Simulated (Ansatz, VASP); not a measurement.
## Two plane-wave programs on CuI

POSCAR

```
CuI
1.0
    0.0000000000      2.8860965667      2.8860965667
    2.8860965667      0.0000000000      2.8860965667
    2.8860965667      2.8860965667      0.0000000000
Cu I
1 1
Direct
    0.2500000000      0.2500000000      0.2500000000
    0.0000000000      0.0000000000      0.0000000000
```

The input INCAR.step1:

```
PREC = Accurate
ENCUT = 520
ISMEAR = 0
SIGMA = 0.02
LREAL = F
LASPH = T
NELM = 100
NBANDS = 16
GGA = PE
ALGO = Normal
EDIFF = 1E-4
LWAVE = T
LCHARG = F
```

File INCAR.step2:

```
PREC = Accurate
ENCUT = 520
EDIFF = 1E-7
ISMEAR = 0
SIGMA = 0.02
LREAL = F
LASPH = T
NELM = 100
ALGO = Normal
ISIF = 2
LWAVE = F
LCHARG = F
METAGGA = R2SCAN
LMIXTAU = T
NBANDS = 16
ISTART = 1
```

Contents of KPOINTS:

```
Automatic mesh
0
Gamma
  8 8 8
```

Input for Ansatz:

```yaml
crystal:
  lattice:
    - [0.0, 2.8860965667, 2.8860965667]
    - [2.8860965667, 0.0, 2.8860965667]
    - [2.8860965667, 2.8860965667, 0.0]
  atoms:
    - { symbol: Cu, position: [0.25, 0.25, 0.25] }
    - { symbol: I, position: [0.0, 0.0, 0.0] }
basis:
  ecutwfc: 500
kpoints:
  mp_grid: { grid: [8, 8, 8] }
hamiltonian:
  xc: r2scan
scf:
  occupations: { method: gaussian, width: 0.02 }
output:
  forces: true
  stress: true
  eigenvalues: true
```

Alike in both runs: task single point; functional r2SCAN; k mesh 8 × 8 × 8; occupations gaussian, width 0.02 eV; no spin polarisation.

|  | VASP | Ansatz |
| --- | --- | --- |
| version | VASP 6.6.1 | Ansatz 0.2.0 |
| potentials or method | VASP PAW PBE potentials, release 64 (Cu, I), cutoff 520 eV | scalar-relativistic, plane waves, PAW |
| valence electrons in the cell | 18 | 36 |

VASP gave:

```
gap on the k mesh at the Fermi level (eV) : 2.10
least direct gap on the mesh (eV)         : 2.10
pressure (GPa)                            : 7.7
```

Q: Which values does Ansatz return?

A: gap on the k mesh at the Fermi level (eV): 2.09; least direct gap on the mesh (eV): 2.09; pressure (GPa): 7.8.

VASP's potentials were made for PBE, not for r2SCAN. With one functional, cell and mesh, what is left measures potentials, basis and numerics. VASP's potentials hold 18 valence electrons a cell and Ansatz's 36, so a difference there can come from the potentials and not from the codes.

Neither program's run includes spin-orbit coupling.
